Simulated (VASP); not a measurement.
The system is Si4C.

```
CELL_PARAMETERS angstrom
0.00000 3.30639 3.30639
3.30639 0.00000 3.30639
3.30639 3.30639 0.00000
ATOMIC_POSITIONS crystal
Si 0.37343 0.37343 0.37343
Si 0.37343 0.37343 0.87971
Si 0.37343 0.87971 0.37343
Si 0.87971 0.37343 0.37343
C 0.00000 0.00000 0.00000
```

```yaml
Program: VASP 6.6.1
Task: relaxation of cell and atoms
Functional: PBE
Potentials_or_basis: VASP PAW PBE potentials, release 64 (Si, C)
Cutoff: 600 eV
k_mesh: 4 × 4 × 4
Occupations: gaussian, width 0.1 eV
Spin: no spin polarisation
```

At the start: pressure 16.5 GPa; volume 14.46 Å³/atom.

Q: How do energy, volume and symmetry change on relaxing?

A: Over 5 steps the energy falls by 114.3 meV/atom and the volume is 16.74 Å³/atom (+15.8 %); space group F-43m (No. 216, to 0.05 Å).

The path:
| step | energy change (eV) | largest force (eV/Å) | pressure (GPa) | volume (Å³) |
| --- | --- | --- | --- | --- |
| 1 | 0.0000 | 1.4305 | 16.51 | 72.29 |
| 2 | -0.3687 | 1.3108 | -4.00 | 89.02 |
| 3 | -0.5426 | 0.6413 | 1.63 | 82.00 |
| 4 | -0.5633 | 0.2672 | -1.06 | 84.63 |
| 5 | -0.5715 | 0.0308 | -0.20 | 83.69 |

Final structure:
```xyz
5
Lattice="0.0000 3.4718 3.4718 3.4718 0.0000 3.4718 3.4718 3.4718 0.0000" Properties=species:S:1:pos:R:3 pbc="T T T"
Si    2.6094    2.6094    2.6094
Si    4.3341    4.3341    2.6094
Si    4.3341    2.6094    4.3341
Si    2.6094    4.3341    4.3341
C     0.0000    0.0000    0.0000
```

Caveat: the k points lie up to 0.39 Å⁻¹ apart in the final cell; the volume moved by over 15 % at a fixed basis, so the end points are rough.
